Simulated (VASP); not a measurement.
A run of VASP 6.6.1:

INCAR

```
PREC = Accurate ; ENCUT = 600
EDIFF = 1E-6 ; ISMEAR = 0
SIGMA = 0.02 ; LREAL = F
LASPH = T ; NELM = 80
ALGO = Normal ; ISIF = 3
LWAVE = F ; LCHARG = F
GGA = PS ; IBRION = 2
NSW = 100 ; EDIFFG = -0.005
```

File KPOINTS:

```
Automatic mesh
0
Gamma
  4 4 4
```

POSCAR

```
CsK2AlF6
1.0
    0.0000000000      4.6115110000      4.6115110000
    4.6115110000      0.0000000000      4.6115110000
    4.6115110000      4.6115110000      0.0000000000
K Cs Al F
2 1 1 6
Direct
    0.7500000000      0.7500000000      0.7500000000
    0.2500000000      0.2500000000      0.2500000000
    0.5000000000      0.5000000000      0.5000000000
    0.0000000000      0.0000000000      0.0000000000
    0.8007970000      0.1992030000      0.1992030000
    0.1992030000      0.1992030000      0.8007970000
    0.1992030000      0.8007970000      0.8007970000
    0.1992030000      0.8007970000      0.1992030000
    0.8007970000      0.1992030000      0.8007970000
    0.8007970000      0.8007970000      0.1992030000
```

Potentials or basis: VASP PAW PBE potentials, release 64 (K_sv, Cs_sv, Al, F).

Command:

```bash
$ cat potpaw_PBE.64/K_sv/POTCAR potpaw_PBE.64/Cs_sv/POTCAR potpaw_PBE.64/Al/POTCAR potpaw_PBE.64/F/POTCAR > POTCAR
$ mpirun -np 1 vasp_std > vasp.out
```

Hardware: 1 thread of Intel(R) Xeon(R) 6975P-C (Granite Rapids), with other jobs on the host.

Q: How long does it take, and how much memory?

A: It took 3.6 min on 1 thread of Intel(R) Xeon(R) 6975P-C (Granite Rapids) (shared host), peak memory 0.48 GiB. Counts: scf iterations 55, k points 8, ion steps 7.
